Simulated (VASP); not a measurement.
A run of VASP 6.6.1:

Contents of INCAR:

```
SYSTEM = KCl
PREC = Accurate ; ENCUT = 520
EDIFF = 1E-6 ; ISMEAR = 0
SIGMA = 0.02 ; LREAL = .FALSE.
LASPH = .TRUE. ; NELM = 80
ALGO = Normal ; ISIF = 2
LWAVE = .FALSE. ; LCHARG = .FALSE.
GGA = PE ; NBANDS = 15
```

Contents of KPOINTS:

```
regular mesh
0
G
  6 6 6
  0 0 0
```

Contents of POSCAR:

```
KCl
1.0
    3.8006120802      0.0000000000      0.0000000000
    0.0000000000      3.8006120802      0.0000000000
    0.0000000000      0.0000000000      3.8006120802
K Cl
1 1
Direct
    0.0000000000      0.0000000000      0.0000000000
    0.5000000000      0.5000000000      0.5000000000
```

Potentials or basis: VASP PAW PBE potentials, release 64 (K_sv, Cl).

Command:

```console
$ cat potpaw_PBE.64/K_sv/POTCAR potpaw_PBE.64/Cl/POTCAR > POTCAR
$ mpirun -np 1 vasp_std > vasp.out
```

Hardware: 1 thread of AMD EPYC 7R43 64-Core Processor (Zen 3) (shared host).

Problem. How long does it take, and how much memory?

Solution. Wall time 17 s on 1 thread of AMD EPYC 7R43 64-Core Processor (Zen 3), on a shared host, peak memory 0.13 GiB. Counts: scf iterations 13, k points 20.
